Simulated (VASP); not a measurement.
Cs4H: single point with PBE

The system is Cs4H.

```
Cs H
1.0
     7.24221    0.00000    0.00000
     0.00000    7.24221    0.00000
     0.00000    0.00000    7.24221
Cs H
4 1
Direct
  0.00000 0.50000 0.50000
  0.50000 0.00000 0.50000
  0.50000 0.50000 0.00000
  0.00000 0.00000 0.00000
  0.50000 0.50000 0.50000
```

| Property | Result |
| --- | --- |
| Program | VASP 6.6.1 |
| Task | single point |
| Functional | PBE |
| Potentials or basis | VASP PAW PBE potentials, release 64 (Cs_sv, H) |
| Cutoff | 520 eV |
| k mesh | 6 × 6 × 6 |
| Occupations | gaussian, width 0.1 eV |
| Spin | no spin polarisation |
| Dipole correction | no |
| Further INCAR settings | ALGO = Normal; EDIFF = 1e-07; NBANDS = 26 |

```
Pressure : 0.0 GPa
```

Levels at points of the mesh, in eV from the Fermi level:
| k point | band 15 | band 16 | band 17 | band 18 | band 19 | band 20 | band 21 | band 22 |
| --- | --- | --- | --- | --- | --- | --- | --- | --- |
| (0.00, 0.00, 0.00) | -10.40 | -10.40 | -2.56 | -1.30 | 0.08 | 0.08 | 1.04 | 1.04 |
| (0.50, 0.00, 0.00) | -10.42 | -10.42 | -2.25 | -0.90 | -0.25 | 0.63 | 1.42 | 1.42 |
| (0.50, 0.50, 0.00) | -10.44 | -10.37 | -2.01 | -0.15 | -0.04 | -0.04 | 0.72 | 1.44 |
| (0.50, 0.50, 0.50) | -10.37 | -10.37 | -1.78 | -0.11 | 0.07 | 0.07 | 0.07 | 1.00 |

Run time: 3.1 min on 1 thread of Intel(R) Xeon(R) Platinum 8488C (Sapphire Rapids) (shared host), peak memory 0.46 GiB.

Caveat: spin-orbit coupling is left out, which moves the levels of the heavy elements.
